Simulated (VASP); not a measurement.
Crystal: Cr.

```
CELL_PARAMETERS angstrom
2.88390 0.00000 0.00000
0.00000 2.88390 0.00000
0.00000 0.00000 2.88390
ATOMIC_POSITIONS crystal
Cr 0.00000 0.00000 0.00000
Cr 0.50000 0.50000 0.50000
```

| Quantity | Value |
| --- | --- |
| Program | VASP 6.6.1 |
| Task | relaxation of cell and atoms |
| Functional | BLYP |
| Potentials or basis | VASP PAW PBE potentials, release 64 (Cr_pv) |
| Cutoff | 600 eV |
| k mesh | 11 × 11 × 11 |
| Occupations | fermi-dirac, width 0.05 eV |
| Spin | collinear spin, antiferromagnetic start |
| Starting moments | [1.5, -1.5] μB |

At the start: pressure 3.4 GPa; volume 11.99 Å³/atom.

Question: How do energy, volume and symmetry change on relaxing?

Answer: Over 3 steps the energy falls by 2.5 meV/atom and the volume is 12.23 Å³/atom (+2.0 %); space group Im-3m (No. 229, to 0.05 Å); moment 0.00 μB per cell.

The path:
```
step  energy change (eV)  largest force (eV/Å)  pressure (GPa)  volume (Å³)
   1              0.0000                0.0000            3.35        23.99
   2             -0.0018                0.0000           -2.45        24.87
   3             -0.0049                0.0000           -0.03        24.47
```

Final structure:
```yaml
crystal:
  lattice:
    - [2.90312, 0.00000, 0.00000]
    - [0.00000, 2.90312, 0.00000]
    - [0.00000, 0.00000, 2.90312]
  atoms:
    - { symbol: Cr, position: [0.00000, 0.00000, 0.00000] }
    - { symbol: Cr, position: [0.50000, 0.50000, 0.50000] }
```

Caveat: the PAW data sets were made with another functional, which shifts forces and pressure a little.
